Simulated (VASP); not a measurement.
# Hf (P6_3/mmc) in VASP: further runs

The runs below take Hf through single point, with PBEsol.

Program: VASP 6.6.1. These are calculated values, not measurements. Logs are shortened: lines on timing, memory, paths and dates and some standing lists are left out, and cuts for length are marked.

## (1) The cell of the first run

It takes space group P6_3/mmc (No. 194, hexagonal). Conventional cell: a = 2.457 Å, b = 2.457 Å, c = 4.297 Å, α = 90.00°, β = 90.00°, γ = 120.00°. Hf (site symmetry -6m2) has 12 Hf at 2.46 to 2.57 Å within 3.2 Å.

## (2) Single point, PBEsol

INCAR reads:

```
PREC     = Accurate       # precision mode
ENCUT    = 500            # plane-wave cutoff, eV
EDIFF    = 1E-6           # SCF threshold, eV
ISMEAR   = -1             # smearing method
SIGMA    = 0.08           # smearing width, eV
LREAL    = False          # projectors in reciprocal space
LASPH    = True           # aspherical terms in the spheres
NELM     = 120            # most SCF steps
ALGO     = Normal         # electronic algorithm
ISIF     = 2              # what is computed and relaxed
LWAVE    = False          # write WAVECAR
LCHARG   = False          # write CHGCAR
GGA      = PS             # functional
NBANDS   = 17             # bands
GGA_COMPAT= False
```

KPOINTS reads:

```
Automatic mesh
0
Gamma
  15 15 9
```

POSCAR reads:

```
Hf
1.0
    2.4571311551      0.0000000000      0.0000000000
   -1.2285655776      2.1279380007      0.0000000000
    0.0000000000      0.0000000000      4.2973389075
Hf
2
Direct
    0.3333333333      0.6666666667      0.2500000000
    0.6666666667      0.3333333333      0.7500000000
```

Potentials or basis: VASP PAW PBE potentials, release 64 (Hf_pv).

On the command line:

```
> cat potpaw_PBE.64/Hf_pv/POTCAR > POTCAR
> mpirun -np 1 vasp_std > vasp.out
```

OUTCAR:

```text
PREC = Accurate
   ENCUT = 500
   EDIFF = 1E-6
   ISMEAR = -1
   LREAL = False
   LASPH = True
   NELM = 120
   ISIF = 2
   GGA = PS

 ion  position               nearest neighbor table
   1  0.333  0.667  0.250-   2 2.57   2 2.57   2 2.57   2 2.57   2 2.57   2 2.57   2 3.56   2 3.56
                             2 3.56   2 3.56   2 3.56   2 3.56
   2  0.667  0.333  0.750-   1 2.57   1 2.57   1 2.57   1 2.57   1 2.57   1 2.57   1 3.56   1 3.56
                             1 3.56   1 3.56   1 3.56   1 3.56

  LATTYP: Found a hexagonal cell.
 ALAT       =     2.4571311551
 C/A-ratio  =     1.7489253264

  Lattice vectors:

 A1 = (   2.4571311551,   0.0000000000,   0.0000000000)
 A2 = (  -1.2285655776,   2.1279380007,   0.0000000000)
 A3 = (   0.0000000000,   0.0000000000,   4.2973389075)

Analysis of symmetry for initial positions (statically):
=====================================================================
 Subroutine PRICEL returns:
 Original cell was already a primitive cell.

 Routine SETGRP: Setting up the symmetry group for a
 hexagonal supercell.

 Subroutine GETGRP returns: Found 24 space group operations
 (whereof 12 operations were pure point group operations)
 out of a pool of 24 trial point group operations.

The static configuration has the point symmetry D_3d.
 The point group associated with its full space group is D_6h.

Analysis of symmetry for dynamics (positions and initial velocities):
=====================================================================
 Subroutine PRICEL returns:
 Original cell was already a primitive cell.

 Routine SETGRP: Setting up the symmetry group for a
 hexagonal supercell.

 Subroutine GETGRP returns: Found 24 space group operations
 (whereof 12 operations were pure point group operations)
 out of a pool of 24 trial point group operations.

The dynamic configuration has the point symmetry D_3d.
 The point group associated with its full space group is D_6h.

 Subroutine INISYM returns: Found 24 space group operations
 (whereof 12 operations are pure point group operations),
 and found     1 'primitive' translations

----------------------------------------------------------------------------------------

                                     Primitive cell

  volume of cell :      22.4692

  direct lattice vectors                    reciprocal lattice vectors
     2.457131155  0.000000000  0.000000000     0.406978682  0.234969252  0.000000000
    -1.228565578  2.127938001  0.000000000     0.000000000  0.469938504  0.000000000
     0.000000000  0.000000000  4.297338908     0.000000000  0.000000000  0.232702149

  length of vectors
     2.457131155  2.457131155  4.297338908     0.469938504  0.469938504  0.232702149

  position of ions in fractional coordinates (direct lattice)
     0.333333333  0.666666667  0.250000000
     0.666666667  0.333333333  0.750000000

  ion indices of the primitive-cell ions
   primitive index   ion index
                 1           1
                 2           2

----------------------------------------------------------------------------------------

 KPOINTS: Automatic mesh

Automatic generation of k-mesh.
 Grid dimensions read from file:
 generate k-points for:   15   15    9

 Generating k-lattice:

  Cartesian coordinates                     Fractional coordinates (reciprocal lattice)
     0.027131912  0.015664617  0.000000000     0.066666667  0.000000000  0.000000000
     0.000000000  0.031329234  0.000000000     0.000000000  0.066666667  0.000000000
     0.000000000  0.000000000  0.025855794     0.000000000  0.000000000  0.111111111

  Length of vectors
     0.031329234  0.031329234  0.025855794

  Shift w.r.t. Gamma in fractional coordinates (k-lattice)
     0.000000000  0.000000000  0.000000000

 Subroutine IBZKPT returns following result:
 ===========================================

 Found    135 irreducible k-points:

 Following reciprocal coordinates:
            Coordinates               Weight
  0.000000  0.000000  0.000000      1.000000
  0.066667  0.000000  0.000000      6.000000
  0.133333  0.000000  0.000000      6.000000
  0.200000 -0.000000  0.000000      6.000000
  0.266667  0.000000  0.000000      6.000000
  0.333333  0.000000  0.000000      6.000000
[... 16 lines left out ...]
  0.333333  0.200000  0.000000     12.000000
  0.400000  0.200000  0.000000      6.000000
 [... further k-points ...]
   k-points           NKPTS =    135   k-points in BZ     NKDIM =    135   number of bands    NBANDS=     17
   number of dos      NEDOS =    301   number of ions     NIONS =      2
   total plane-waves  NPLWV =  10368
   dimension x,y,z NGX =    18 NGY =   18 NGZ =   32
   dimension x,y,z NGXF=    36 NGYF=   36 NGZF=   64
   ions per type =               2
   NGX,Y,Z   is equivalent  to a cutoff of  12.18, 12.18, 12.38 a.u.
   NGXF,Y,Z  is equivalent  to a cutoff of  24.36, 24.36, 24.76 a.u.
 SYSTEM =  unknown system
   PREC   = accura    normal or accurate (medium, high low for compatibility)
   ISTART =      0    job   : 0-new  1-cont  2-samecut
   ICHARG =      2    charge: 1-file 2-atom 10-const
   ISPIN  =      1    spin polarized calculation?
   LNONCOLLINEAR =      F non collinear calculations
   LSORBIT =      F    spin-orbit coupling
   LASPH  =      T    aspherical Exc in radial PAW
   ENCUT  =  500.0 eV  36.75 Ry    6.06 a.u.   4.48  4.48  7.84*2*pi/ulx,y,z
   NELM   =    120;   NELMIN=  2; NELMDL= -5     # of ELM steps
   EDIFF  = 0.1E-05   stopping-criterion for ELM
   LREAL  =      F    real-space projection
   EDIFFG = 0.1E-04   stopping-criterion for IOM
   NSW    =      0    number of steps for IOM
   IBRION =     -1    ionic relax: 0-MD 1-quasi-New 2-CG
   NFREE  =      0    steps in history (QN), initial steepest desc. (CG)
   ISIF   =      2    stress and relaxation
   ISYM   =      2    0-nonsym 1-usesym 2-fastsym
   POTIM  = 0.5000    time-step for ionic-motion
   TEBEG  =    0.0;   TEEND  =   0.0 temperature during run
   PSTRESS=    0.0 pullay stress
   NELECT =      20.0000    total number of electrons
   NUPDOWN=      -1.0000    fix difference up-down
   EMIN   =  10.00;   EMAX   =-10.00  energy-range for DOS
   EFERMI =   0.00;   METHOD = LEGACY
   ISMEAR =    -1;   SIGMA  =   0.08  broadening in eV -4-tet -1-fermi 0-gaus
   EFERMI_NEDOS =   21; number of points for ismear=-14 and -15
   IALGO  =     38    algorithm
   IMIX   =      4    mixing-type and parameters
     AMIX     =   0.40;   BMIX     =  1.00
     AMIX_MAG =   1.60;   BMIX_MAG =  1.00
  volume/ion in A,a.u.               =      11.23        75.81
  Fermi-wavevector in a.u.,A,eV,Ry     =   1.574790  2.975921 33.741933  2.479962
  Thomas-Fermi vector in A             =   2.675871
   LORBIT       =      0    0 simple, 1 ext, 2 COOP (PROOUT), +10 PAW based schemes
   GGA     = PS    functional components
   LHFCALC =     F    Hartree Fock is set to
   AEXX    =    0.0000 exact exchange contribution
   IVDW    =     0    specifies the selected vdW correction
   LEPSILON=     F    determine dielectric tensor
   LRPA    =     F    only Hartree local field effects (RPA)
 non-spin polarized calculation
  energy-cutoff  :      500.00
  volume of cell :       22.47
 maximum number of plane-waves:       598
 NGX is ok and might be reduce to    18
   NGX =  9   NGY =  9   NGZ = 15

 number of electron      19.9999999 magnetization

 Free energy of the ion-electron system (eV)
  ---------------------------------------------------
  ext. energy  EPLUGINS =         0.00000000
  ---------------------------------------------------
  free energy    TOTEN  =       -12.35761263 eV

  energy without entropy =      -12.33545877  energy(sigma->0) =      -12.34653570

 E-fermi :  10.5360     XC(G=0): -14.9679

 val. band max:       10.5275636970   @ k =   0.3333   0.2000   0.2222
 cond. band min:      10.5433299757   @ k =   0.2000   0.0667   0.2222
 fundamental gap:      0.0157662787
 Fermi energy:        10.5360445082

 k-point     1 :       0.0000    0.0000    0.0000
  band No.  band energies     occupation
      1     -22.4685      2.00000
      2     -17.1978      2.00000
      3     -17.1094      2.00000
      4     -17.1094      2.00000
      5     -16.5964      2.00000
      6     -16.5964      2.00000
[... 9 lines left out ...]
     16      16.3305      0.00000
     17      20.9401      0.00000

 k-point     2 :       0.0667    0.0000    0.0000
  band No.  band energies     occupation
      1     -22.3930      2.00000
      2     -17.4049      2.00000
      3     -17.2099      2.00000
      4     -17.1879      2.00000
      5     -16.8948      2.00000
      6     -16.6345      2.00000
[... 9 lines left out ...]
     16      15.9559      0.00000
     17      21.2492      0.00000

 k-point     3 :       0.1333    0.0000    0.0000
  band No.  band energies     occupation
      1     -22.1712      2.00000
      2     -18.1994      2.00000
      3     -17.6774      2.00000
      4     -17.3974      2.00000
      5     -17.2512      2.00000
      6     -16.7481      2.00000
[... 9 lines left out ...]
     16      15.1113      0.00000
     17      21.8777      0.00000

 k-point     4 :       0.2000   -0.0000    0.0000
  band No.  band energies     occupation
      1     -21.8176      2.00000
      2     -19.2764      2.00000
      3     -18.7073      2.00000
      4     -17.6822      2.00000
      5     -17.3355      2.00000
      6     -16.9229      2.00000
[... 9 lines left out ...]
     16      16.0712      0.00000
     17      22.4341      0.00000
[... 343 lines left out ...]
      1     -21.5098      2.00000
      2     -21.0962      2.00000
      3     -20.2100      2.00000
      4     -19.2834      2.00000
      5     -18.5771      2.00000
      6     -18.0045      2.00000
[... 9 lines left out ...]
     16      20.8204      0.00000
     17      25.1963      0.00000

 k-point    23 :       0.3333    0.2000    0.0000
  band No.  band energies     occupation
      1     -21.8900      2.00000
      2     -21.2372      2.00000
      3     -19.7504      2.00000
      4     -19.7110      2.00000
      5     -18.8567      2.00000
      6     -18.3009      2.00000
[... 9 lines left out ...]
     16      20.9371      0.00000
     17      25.1764      0.00000

 k-point    24 :       0.4000    0.2000    0.0000
  band No.  band energies     occupation
      1     -22.0225      2.00000
      2     -21.2716      2.00000
      3     -19.8775      2.00000
      4     -19.5220      2.00000
      5     -18.9523      2.00000
      6     -18.4710      2.00000
[... 9 lines left out ...]
     16      20.9791      0.00000
     17      25.0977      0.00000

 [... further k-points ...]

------------------------ aborting loop because EDIFF is reached ----------------------------------------

  FORCE on cell =-STRESS in cart. coord.  units (eV):
  Direction    XX          YY          ZZ          XY          YZ          ZX
  --------------------------------------------------------------------------------------
  -------------------------------------------------------------------------------------
  Total       31.2605973     31.2605973     31.1612326     -0.0000000     -0.0000000      0.0000000
  in kB     2229.0557964   2229.0557963   2221.9705401     -0.0000001     -0.0000000      0.0000000
  external PRESSURE =    2226.6940443 kB  Pullay stress =       0.0000000 kB

 VOLUME and BASIS-vectors are now :
 -----------------------------------------------------------------------------
  energy-cutoff  :      500.00
  volume of cell :       22.47
      direct lattice vectors                 reciprocal lattice vectors
     2.457131155  0.000000000  0.000000000     0.406978682  0.234969252  0.000000000
    -1.228565578  2.127938001  0.000000000     0.000000000  0.469938504  0.000000000
     0.000000000  0.000000000  4.297338908     0.000000000  0.000000000  0.232702149

 POSITION                                       TOTAL-FORCE (eV/Angst)
 -----------------------------------------------------------------------------------
     -0.00000      1.41863      1.07433        -0.000000      0.000000      0.000000
      1.22857      0.70931      3.22300         0.000000     -0.000000      0.000000
 -----------------------------------------------------------------------------------
    total drift:                               -0.000000      0.000000     -0.000000

  FREE ENERGIE OF THE ION-ELECTRON SYSTEM (eV)
  ---------------------------------------------------
  free  energy   TOTEN  =       -12.3576126267 eV

  energy  without entropy=      -12.3354587717  energy(sigma->0) =      -12.34653570
```

Wall time 21 s (1 thread of AMD EPYC 9R45 (Zen 5), shared host); peak memory 0.13 GiB.

What came out:

```
Free energy            : -12.3576 eV
Pressure               : 222.7 GPa
Band gap on the k mesh : zero (bands 10 and 11 overlap by 1.79 eV)
```

Stress tensor (GPa, compression positive):
```
222.91   0.00   0.00
  0.00 222.91   0.00
  0.00   0.00 222.20
```

Caveat: the cell stands under pressure; the PAW data sets were made with another functional, which shifts forces and pressure a little; spin-orbit coupling is left out, which moves the levels of the heavy elements.

## (3) Single point, PBEsol (11.23 Å³/atom)

INCAR reads:

```
PREC = Accurate ; ENCUT = 500
EDIFF = 1E-6 ; ISMEAR = -1
SIGMA = 0.08 ; LREAL = F
LASPH = T ; NELM = 120
ALGO = Normal ; ISIF = 2
LWAVE = F ; LCHARG = T
GGA = PS ; LELF = T
LVHAR = T ; NBANDS = 17
GGA_COMPAT = F
```

KPOINTS reads:

```
regular mesh
0
Gamma
  15 15 9
```

Edit POSCAR of step 2 so:

```diff
@@ -4,3 +4,3 @@
    -1.2285655776      2.1279380007      0.0000000000
-    0.0000000000      0.0000000000      4.2973389075
+    0.0000000000      0.0000000000      4.2973389074
 Hf
```

Potentials or basis: VASP PAW PBE potentials, release 64 (Hf_pv).

On the command line:

```
> cat potpaw_PBE.64/Hf_pv/POTCAR > POTCAR
> mpirun -np 1 vasp_std > vasp.out
```

Run time: 21 s. Hardware: 1 thread of AMD EPYC 9R45 (Zen 5), shared host; peak memory 0.13 GiB.

The run converged. Its results:

```yaml
Free_energy: -12.3576 eV
Pressure: 222.7 GPa
Band_gap_on_the_k_mesh: zero (bands 10 and 11 overlap by 1.79 eV)
```

Stress tensor (GPa, compression positive):
```
222.91   0.00   0.00
  0.00 222.91   0.00
  0.00   0.00 222.20
```

Levels at points of the mesh, in eV from the Fermi level:
```
           k point  band 6  band 7  band 8  band 9  band 10  band 11  band 12  band 13  band 14  band 15
(0.00, 0.00, 0.00)  -27.13   -8.12   -5.80   -0.38     1.31     1.31     2.69     2.69     5.45     5.79
```

Caveat: the cell stands under pressure; the PAW data sets were made with another functional, which shifts forces and pressure a little; spin-orbit coupling is left out, which moves the levels of the heavy elements.

## (4) Single point, PBEsol

This run uses another cell than the first one, of 12.96 Å³/atom.

INCAR reads:

```
SYSTEM = Hf
PREC     = Accurate       ! precision mode
ENCUT    = 500            ! plane-wave cutoff, eV
EDIFF    = 1E-6           ! SCF threshold, eV
ISMEAR   = -1             ! smearing method
SIGMA    = 0.08           ! smearing width, eV
LREAL    = .False.        ! projectors in reciprocal space
LASPH    = .True.         ! aspherical terms in the spheres
NELM     = 120            ! most SCF steps
ALGO     = Normal         ! electronic algorithm
ISIF     = 2              ! what is computed and relaxed
LWAVE    = .False.        ! write WAVECAR
LCHARG   = .True.         ! write CHGCAR
GGA      = PS             ! functional
LELF     = .True.         ! ELF
LVHAR    = .True.       
NBANDS   = 17             ! bands
GGA_COMPAT= .False.
```

KPOINTS reads:

```
regular mesh
0
Gamma
  15 15 9
  0 0 0
```

POSCAR reads:

```
Hf
1.0
    2.5913125936      0.0000000000      0.0000000000
   -1.2956562968      2.2441425352      0.0000000000
    0.0000000000      0.0000000000      4.4582516401
Hf
2
Direct
    0.3333333333      0.6666666667      0.2500000000
    0.6666666667      0.3333333333      0.7500000000
```

On the command line:

```
> cat potpaw_PBE.64/Hf_pv/POTCAR > POTCAR
> mpirun -np 1 vasp_std > vasp.out
```

It took 29 s on 1 thread of AMD EPYC 9R45 (Zen 5), shared host; peak memory 0.14 GiB.

Results (log left out):

| Item | Value |
| --- | --- |
| Free energy | -16.1040 eV |
| Pressure | 133.1 GPa |
| Band gap on the k mesh | zero (bands 10 and 11 overlap by 1.96 eV) |

Stress tensor (GPa, compression positive):
```
133.33   0.00   0.00
  0.00 133.33   0.00
  0.00   0.00 132.51
```

Levels at points of the mesh, in eV from the Fermi level:
```
           k point  band 8  band 9  band 10  band 11  band 12  band 13
(0.00, 0.00, 0.00)   -5.47    0.21     1.37     1.37     2.60     2.60
```

Caveat: the cell stands under pressure; the PAW data sets were made with another functional, which shifts forces and pressure a little; spin-orbit coupling is left out, which moves the levels of the heavy elements.
